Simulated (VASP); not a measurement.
Input of a VASP 6.6.1 run:

Contents of INCAR:

```
SYSTEM = GeSb4Te4
PREC = Accurate
ENCUT = 520
EDIFF = 1E-6
ISMEAR = 0
SIGMA = 0.15
LREAL = .FALSE.
LASPH = .TRUE.
NELM = 80
ALGO = Normal
ISIF = 2
LWAVE = .FALSE.
LCHARG = .FALSE.
GGA = PS
NBANDS = 39
```

The input KPOINTS:

```
Automatic mesh
0
G
  12 12 4
  0 0 0
```

POSCAR

```
GeSb4Te4
1.0
    4.2666100355      0.0000000000      0.0000000000
   -2.1333050177      3.6949926788      0.0000000000
    0.0000000000      0.0000000000     18.3672431860
Ge Sb Te
1 4 4
Direct
    0.0000000000      0.0000000000      0.0000000000
    0.3333333333      0.6666666667      0.5458633036
    0.6666666667      0.3333333333      0.4541366964
    0.6666666667      0.3333333333      0.7873570402
    0.3333333333      0.6666666667      0.2126429598
    0.3333333333      0.6666666667      0.9032211307
    0.6666666667      0.3333333333      0.0967788693
    0.0000000000      0.0000000000      0.6867444281
    0.0000000000      0.0000000000      0.3132555719
```

Potentials or basis: VASP PAW PBE potentials, release 64 (Ge_d, Sb, Te).

The run is started by

```bash
$ cat potpaw_PBE.64/Ge_d/POTCAR potpaw_PBE.64/Sb/POTCAR potpaw_PBE.64/Te/POTCAR > POTCAR
$ mpirun -np 1 vasp_std > vasp.out
```

(1) Estimate the band gap on the k mesh.

(2) What does it give for the pressure?

## Answers

(1) zero (band 29 reaches 6.29 eV, above the bottom of band 30 at 5.88 eV).

(2) -3.7 GPa.

Caveat: the cell differs from its parent crystal (strain +0.000 along x and y, +0.080 along z); the PAW data sets were made with another functional, which shifts forces and pressure a little; spin-orbit coupling is left out, which moves the levels of the heavy elements.
